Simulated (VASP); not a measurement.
# MgS (P6_3mc) in VASP: further runs

The runs below take MgS through single point, with BLYP+D3(BJ), PBE.

Program: VASP 6.6.1. These are calculated values, not measurements. Logs are shortened: lines on timing, memory, paths and dates and some standing lists are left out, and cuts for length are marked.

### 1 The cell of the first run

Symmetry: P6_3mc, No. 186, hexagonal system. Conventional cell: a = 4.018 Å, b = 4.018 Å, c = 6.406 Å, α = 90.00°, β = 90.00°, γ = 120.00°. Mg (site symmetry 3m) has 4 S at 2.44 to 2.46 Å within 3.2 Å. Within 3.2 Å of S (site symmetry 3m) lie 4 Mg at 2.44 to 2.46 Å.

### 2 Single point, BLYP+D3(BJ)

Input file INCAR:

```
SYSTEM = MgS
  PREC = Accurate
  ENCUT = 600
  EDIFF = 1E-6
  ISMEAR = 0
  SIGMA = 0.1
  LREAL = .FALSE.
  LASPH = .TRUE.
  NELM = 120
  ALGO = Normal
  ISIF = 2
  LWAVE = .FALSE.
  LCHARG = .FALSE.
  GGA = B5
  ALDAX = 1.0
  AGGAX = 1.0
  AGGAC = 1.0
  ALDAC = 0.0
  IVDW = 12
  VDW_S6 = 1.0
  VDW_S8 = 2.6996
  VDW_A1 = 0.4298
  VDW_A2 = 4.2359
  NBANDS = 16
  GGA_COMPAT = .FALSE.
```

Input file KPOINTS:

```
Automatic mesh
0
G
  6 6 2
  0 0 0
```

Input file POSCAR:

```
MgS
1.0
    4.0184189294      0.0000000000      0.0000000000
   -2.0092094647      3.4800528759      0.0000000000
    0.0000000000      0.0000000000      6.4064613949
Mg S
2 2
Direct
    0.6666666667      0.3333333333      0.4957548500
    0.3333333333      0.6666666667      0.9957548500
    0.3333333333      0.6666666667      0.3792441500
    0.6666666667      0.3333333333      0.8792441500
```

Potentials or basis: VASP PAW PBE potentials, release 64 (Mg, S).

Run with:

```console
> cat potpaw_PBE.64/Mg/POTCAR potpaw_PBE.64/S/POTCAR > POTCAR
> mpirun -np 1 vasp_std > vasp.out
```

OUTCAR:

```text
SYSTEM = MgS
   PREC = Accurate
   ENCUT = 600
   EDIFF = 1E-6
   ISMEAR = 0
   LREAL = .FALSE.
   LASPH = .TRUE.
   NELM = 120
   ISIF = 2
   GGA = B5
   IVDW = 12
 IVDW          = 12

 ion  position               nearest neighbor table
   1  0.667  0.333  0.496-   3 2.44   3 2.44   3 2.44   4 2.46
   2  0.333  0.667  0.996-   4 2.44   4 2.44   4 2.44   3 2.46
   3  0.333  0.667  0.379-   1 2.44   1 2.44   1 2.44   2 2.46
   4  0.667  0.333  0.879-   2 2.44   2 2.44   2 2.44   1 2.46

  LATTYP: Found a hexagonal cell.
 ALAT       =     4.0184189294
 C/A-ratio  =     1.5942741430

  Lattice vectors:

 A1 = (   4.0184189294,   0.0000000000,   0.0000000000)
 A2 = (  -2.0092094647,   3.4800528759,   0.0000000000)
 A3 = (   0.0000000000,   0.0000000000,   6.4064613949)

Analysis of symmetry for initial positions (statically):
=====================================================================
 Subroutine PRICEL returns:
 Original cell was already a primitive cell.

 Routine SETGRP: Setting up the symmetry group for a
 hexagonal supercell.

 Subroutine GETGRP returns: Found 12 space group operations
 (whereof  6 operations were pure point group operations)
 out of a pool of 24 trial point group operations.

The static configuration has the point symmetry C_3v.
 The point group associated with its full space group is C_6v.

Analysis of symmetry for dynamics (positions and initial velocities):
=====================================================================
 Subroutine PRICEL returns:
 Original cell was already a primitive cell.

 Routine SETGRP: Setting up the symmetry group for a
 hexagonal supercell.

 Subroutine GETGRP returns: Found 12 space group operations
 (whereof  6 operations were pure point group operations)
 out of a pool of 24 trial point group operations.

The dynamic configuration has the point symmetry C_3v.
 The point group associated with its full space group is C_6v.

 Subroutine INISYM returns: Found 12 space group operations
 (whereof  6 operations are pure point group operations),
 and found     1 'primitive' translations

----------------------------------------------------------------------------------------

                                     Primitive cell

  volume of cell :      89.5899

  direct lattice vectors                    reciprocal lattice vectors
     4.018418929  0.000000000  0.000000000     0.248854094  0.143675978  0.000000000
[... 74 lines left out ...]
   LNONCOLLINEAR =      F non collinear calculations
   LSORBIT =      F    spin-orbit coupling
   LASPH  =      T    aspherical Exc in radial PAW
   ENCUT  =  600.0 eV  44.10 Ry    6.64 a.u.   8.03  8.03 12.80*2*pi/ulx,y,z
   NELM   =    120;   NELMIN=  2; NELMDL= -5     # of ELM steps
   EDIFF  = 0.1E-05   stopping-criterion for ELM
   LREAL  =      F    real-space projection
[... 7 lines left out ...]
   TEBEG  =    0.0;   TEEND  =   0.0 temperature during run
   PSTRESS=    0.0 pullay stress
   NELECT =      16.0000    total number of electrons
   NUPDOWN=      -1.0000    fix difference up-down
   EMIN   =  10.00;   EMAX   =-10.00  energy-range for DOS
   EFERMI =   0.00;   METHOD = LEGACY
   ISMEAR =     0;   SIGMA  =   0.10  broadening in eV -4-tet -1-fermi 0-gaus
   EFERMI_NEDOS =   21; number of points for ismear=-14 and -15
   IALGO  =     38    algorithm
   IMIX   =      4    mixing-type and parameters
     AMIX     =   0.40;   BMIX     =  1.00
     AMIX_MAG =   1.60;   BMIX_MAG =  1.00
  volume/ion in A,a.u.               =      22.40       151.15
  Fermi-wavevector in a.u.,A,eV,Ry     =   0.921924  1.742184 11.564186  0.849944
  Thomas-Fermi vector in A             =   2.047394
   LORBIT       =      0    0 simple, 1 ext, 2 COOP (PROOUT), +10 PAW based schemes
   GGA     = B5    functional components
   LHFCALC =     F    Hartree Fock is set to
   AEXX    =    0.0000 exact exchange contribution
   IVDW    =    12    specifies the selected vdW correction
   LEPSILON=     F    determine dielectric tensor
   LRPA    =     F    only Hartree local field effects (RPA)
 non-spin polarized calculation
 Gauss-broadening in eV      SIGMA  =   0.10
  energy-cutoff  :      600.00
  volume of cell :       89.59
 maximum number of plane-waves:      3014
   NGX = 17   NGY = 17   NGZ = 25

 number of electron      15.9999999 magnetization

 Free energy of the ion-electron system (eV)
  ---------------------------------------------------
  ext. energy  EPLUGINS =         0.00000000
  ---------------------------------------------------
  free energy    TOTEN  =       -15.37916322 eV

  energy without entropy =      -15.37916322  energy(sigma->0) =      -15.37916322

 E-fermi :   2.0788     XC(G=0):  -7.9301

 val. band max:        1.6400444687   @ k =   0.0000   0.0000   0.0000
 cond. band min:       5.2685844176   @ k =   0.0000   0.0000   0.0000
 fundamental gap:      3.6285399489
 Fermi energy:         2.0788052293

 k-point     1 :       0.0000    0.0000    0.0000
  band No.  band energies     occupation
      1      -9.7868      2.00000
      2      -9.0519      2.00000
      3      -1.5592      2.00000
      4       1.0597      2.00000
      5       1.0597      2.00000
      6       1.4776      2.00000
[... 243 lines left out ...]
      3      -1.1608      2.00000
      4      -1.1608      2.00000
      5      -0.3409      2.00000
      6      -0.3409      2.00000
[... 8 lines left out ...]
     15      11.0438      0.00000
     16      11.0438      0.00000

------------------------ aborting loop because EDIFF is reached ----------------------------------------

 Edisp (eV)   -2.38971

 E8    (eV) :    -1.6876

  FORCE on cell =-STRESS in cart. coord.  units (eV):
  Direction    XX          YY          ZZ          XY          YZ          ZX
  --------------------------------------------------------------------------------------
  -------------------------------------------------------------------------------------
  Total      -0.97353    -0.97353    -0.95625     0.00000     0.00000     0.00000
  in kB     -17.41011   -17.41011   -17.10110     0.00000     0.00000     0.00000
  external pressure =      -17.31 kB  Pullay stress =        0.00 kB

 VOLUME and BASIS-vectors are now :
 -----------------------------------------------------------------------------
  energy-cutoff  :      600.00
  volume of cell :       89.59
      direct lattice vectors                 reciprocal lattice vectors
     4.018418929  0.000000000  0.000000000     0.248854094  0.143675978  0.000000000
    -2.009209465  3.480052876  0.000000000     0.000000000  0.287351956  0.000000000
     0.000000000  0.000000000  6.406461395     0.000000000  0.000000000  0.156092410

 POSITION                                       TOTAL-FORCE (eV/Angst)
 -----------------------------------------------------------------------------------
      2.00921      1.16002      3.17603         0.000000      0.000000      0.063683
     -0.00000      2.32004      6.37927         0.000000      0.000000      0.063683
     -0.00000      2.32004      2.42961        -0.000000      0.000000     -0.063683
      2.00921      1.16002      5.63284        -0.000000     -0.000000     -0.063683
 -----------------------------------------------------------------------------------
    total drift:                               -0.000000      0.000000      0.000049

  FREE ENERGIE OF THE ION-ELECTRON SYSTEM (eV)
  ---------------------------------------------------
  free  energy   TOTEN  =       -17.7688689550 eV

  energy  without entropy=      -17.7688689550  energy(sigma->0) =      -17.76886895
```

stdout:

```text
POSCAR found type information on POSCAR MgS
 POSCAR found :  2 types and       4 ions
 scaLAPACK will be used
 -----------------------------------------------------------------------------
|                                                                             |
|                                                                             |
|     You enforced a specific xc type in the INCAR file but a different       |
|     I HOPE YOU KNOW WHAT YOU ARE DOING!                                     |
|                                                                             |
 -----------------------------------------------------------------------------

 LDA part: xc-table for (Slater(with rela. corr.)+VWN5), standard interpolation
 POSCAR, INCAR and KPOINTS ok, starting setup
 FFT: planning ... GRIDC
 FFT: planning ... GRID_SOFT
 FFT: planning ... GRID
 WAVECAR not read
 entering main loop
```

Run time: 60 s. Hardware: 1 thread of Intel Xeon Platinum 8175M at 2.50GHz (Skylake/Cascade Lake), shared host; peak memory 0.23 GiB.

What came out:

- Free energy: -17.7689 eV
- Pressure: -1.7 GPa
- Largest force: 0.064 eV/Å
- Band gap on the k mesh: 3.63 eV
- Dispersion energy per atom: -0.597 eV

Forces in eV/Å, atoms in the order of the input:
```
Mg   0.000  0.000  0.064
Mg   0.000  0.000  0.064
S    0.000  0.000 -0.064
S    0.000  0.000 -0.064
```

Levels at points of the mesh, in eV from the valence-band top:
| k point | band 5 | band 6 | band 7 | band 8 | band 9 | band 10 | band 11 | band 12 |
| --- | --- | --- | --- | --- | --- | --- | --- | --- |
| (0.00, 0.00, 0.00) | -0.58 | -0.16 | -0.16 | 0.00 | 3.63 | 4.78 | 7.55 | 7.55 |
| (0.50, 0.00, 0.00) | -1.87 | -1.24 | -0.92 | -0.48 | 4.85 | 5.37 | 5.92 | 7.59 |
| (0.00, 0.00, 0.50) | -0.38 | -0.38 | -0.38 | -0.38 | 5.05 | 5.05 | 7.70 | 7.70 |
| (0.50, 0.00, 0.50) | -0.90 | -0.90 | -0.80 | -0.80 | 4.81 | 4.81 | 6.38 | 6.38 |

Caveat: the k points lie up to 0.49 Å⁻¹ apart; three body term missing; the PAW data sets were made with another functional, which shifts forces and pressure a little.

### 3 Single point, PBE

This run uses another cell than the first one, of 22.67 Å³/atom.

Input file INCAR:

```
ALGO = Normal
EDIFF = 1E-6
ENCUT = 600
GGA = PE
GGA_COMPAT = False
ISIF = 2
ISMEAR = -5
LASPH = True
LCHARG = False
LREAL = False
LWAVE = False
NBANDS = 16
NELM = 120
PREC = Accurate
SIGMA = 0.1
```

Input file KPOINTS:

```
k-points
0
Gamma
  6 6 2
```

Input file POSCAR:

```
MgS
1.0
    4.0346224068      0.0000000000      0.0000000000
   -2.0173112034      3.4940854990      0.0000000000
    0.0000000000      0.0000000000      6.4322941800
Mg S
2 2
Direct
    0.6666666667      0.3333333333      0.4957548500
    0.3333333333      0.6666666667      0.9957548500
    0.3333333333      0.6666666667      0.3792441500
    0.6666666667      0.3333333333      0.8792441500
```

Potentials or basis: VASP PAW PBE potentials, release 64 (Mg, S).

Run with:

```console
> cat potpaw_PBE.64/Mg/POTCAR potpaw_PBE.64/S/POTCAR > POTCAR
> mpirun -np 1 vasp_std > vasp.out
```

Run time: 37 s. Hardware: 1 thread of Intel Xeon Platinum 8175M at 2.50GHz (Skylake/Cascade Lake), shared host; peak memory 0.23 GiB.

It converged, with:

```
Free energy            : -16.9753 eV
Pressure               : 0.9 GPa
Largest force          : 0.049 eV/Å
Band gap on the k mesh : 3.43 eV
```

Forces on the atoms (eV/Å):
```
Mg   0.000  0.000  0.049
Mg   0.000  0.000  0.049
S    0.000  0.000 -0.049
S    0.000  0.000 -0.049
```

Stress tensor (GPa, compression positive):
```
1.02 0.00 0.00
0.00 1.02 0.00
0.00 0.00 0.77
```

Levels at points of the mesh, in eV from the valence-band top:
```tsv
k point	band 5	band 6	band 7	band 8	band 9	band 10	band 11	band 12
(0.00, 0.00, 0.00)	-0.58	-0.16	-0.16	0.00	3.43	4.67	7.47	7.47
(0.50, 0.00, 0.00)	-1.88	-1.25	-0.93	-0.48	4.72	5.20	5.80	7.49
(0.00, 0.00, 0.50)	-0.38	-0.38	-0.38	-0.38	4.90	4.90	7.61	7.61
(0.50, 0.00, 0.50)	-0.90	-0.90	-0.80	-0.80	4.65	4.65	6.28	6.28
```

Caveat: the k points lie up to 0.49 Å⁻¹ apart.
